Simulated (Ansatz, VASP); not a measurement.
# Two plane-wave programs on AlN

POSCAR

```
AlN
1.0
    0.0000000000      2.2718345696      2.2718345696
    2.2718345696      0.0000000000      2.2718345696
    2.2718345696      2.2718345696      0.0000000000
Al N
1 1
Direct
    0.0000000000      0.0000000000      0.0000000000
    0.7500000000      0.7500000000      0.7500000000
```

File INCAR.step1:

```
SYSTEM = AlN
PREC     = Accurate       ! precision mode
ENCUT    = 520            ! plane-wave cutoff, eV
ISMEAR   = 0              ! smearing method
SIGMA    = 0.01           ! smearing width, eV
LREAL    = .FALSE.        ! projectors in reciprocal space
LASPH    = .TRUE.         ! aspherical terms in the spheres
NELM     = 80             ! most SCF steps
NBANDS   = 11             ! bands
GGA      = PE             ! functional
ALGO     = Normal         ! electronic algorithm
EDIFF    = 1E-4           ! SCF threshold, eV
LWAVE    = .TRUE.         ! write WAVECAR
LCHARG   = .FALSE.        ! write CHGCAR
```

INCAR.step2

```
SYSTEM = AlN
PREC     = Accurate       ! precision mode
ENCUT    = 520            ! plane-wave cutoff, eV
EDIFF    = 1E-6           ! SCF threshold, eV
ISMEAR   = 0              ! smearing method
SIGMA    = 0.01           ! smearing width, eV
LREAL    = .FALSE.        ! projectors in reciprocal space
LASPH    = .TRUE.         ! aspherical terms in the spheres
NELM     = 80             ! most SCF steps
ALGO     = Normal         ! electronic algorithm
ISIF     = 2              ! what is computed and relaxed
LWAVE    = .FALSE.        ! write WAVECAR
LCHARG   = .FALSE.        ! write CHGCAR
METAGGA  = R2SCAN         ! meta-GGA
LMIXTAU  = .TRUE.       
NBANDS   = 11             ! bands
ISTART   = 1
```

File KPOINTS:

```
Automatic mesh
0
G
  10 10 10
  0 0 0
```

Input for Ansatz:

```yaml
crystal:
  lattice:
    - [0.0, 2.2718345696, 2.2718345696]
    - [2.2718345696, 0.0, 2.2718345696]
    - [2.2718345696, 2.2718345696, 0.0]
  atoms:
    - { symbol: Al, position: [0.0, 0.0, 0.0] }
    - { symbol: "N", position: [0.75, 0.75, 0.75] }
kpoints:
  mp_grid: { grid: [10, 10, 10] }
  band_path:
    path:
      - [0.0, 0.0, 0.0]
      - [-0.5, -0.5, 0.0]
      - [-0.375, -0.375, 0.25]
      - [-0.375, 0.0, 0.375]
      - [0.0, 0.0, 0.5]
      - [-0.5, -0.25, 0.25]
    npoints: 1
hamiltonian:
  xc: r2scan
scf:
  occupations: { method: fixed }
  n_extra_bands: 4
output:
  forces: true
  stress: true
  eigenvalues: true
```

Change from the starting cell: hydrostatic strain +4.0%.

Alike in both runs: task single point; functional r2SCAN; k mesh 10 × 10 × 10; no spin polarisation.

```csv
,VASP,Ansatz
version,VASP 6.6.1,Ansatz 0.2.0
potentials or method,"VASP PAW PBE potentials, release 64 (Al, N)","plane waves, PAW"
plane-wave cutoff (eV),520,500
occupations,"gaussian, width 0.01 eV",fixed
valence electrons in the cell,8,8
```

```csv
,VASP,Ansatz,Ansatz less VASP
gap on the k mesh at the Fermi level (eV),3.83,3.79,-0.033
pressure (GPa),-20.0,-19.6,+0.37
```

VASP's potentials were made for PBE, not for r2SCAN.
